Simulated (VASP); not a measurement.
Runs of VASP 6.6.1 on SrCl2. The structure is that of space group Fm-3m (No. 225), or close to it. The cells are those of the table. 

```tsv
level	potentials or basis	cell	k mesh	smearing	gap on the mesh (eV)	pressure (GPa)
PBE	VASP PAW PBE potentials, release 64 (Sr_sv, Cl)	a = 4.933 Å, angles 60.0°, 3 atoms	7 × 7 × 7	fermi-dirac 0.05 eV	5.37	1.1
PBE	VASP PAW PBE potentials, release 64 (Sr_sv, Cl)	a = 4.833 Å, angles 60.0°, 3 atoms	7 × 7 × 7	fermi-dirac 0.05 eV	5.58	3.8
PBE	VASP PAW PBE potentials, release 64 (Sr_sv, Cl)	a = 5.030 Å, angles 60.0°, 3 atoms	7 × 7 × 7	fermi-dirac 0.05 eV	5.15	-0.9
LDA	VASP PAW LDA potentials, release 64 (Sr_sv, Cl)	a = 5.030 Å, angles 60.0°, 3 atoms	6 × 6 × 6	fermi-dirac 0.05 eV	(c)	(b)
PBE	VASP PAW PBE potentials, release 64 (Sr_sv, Cl)	a = 4.933 Å, angles 60.0°, 3 atoms	4 × 4 × 4	fermi-dirac 0.03 eV	(a)	1.1
```

Alike in all rows: task single point; no spin polarisation; cutoff (eV) 520.

**Question.** Estimate the missing entries.

**Answer.** (a) 5.34; (b) -4.3; (c) 4.67.

A k mesh can miss the band edges, and the runs leave out spin-orbit coupling on Sr.
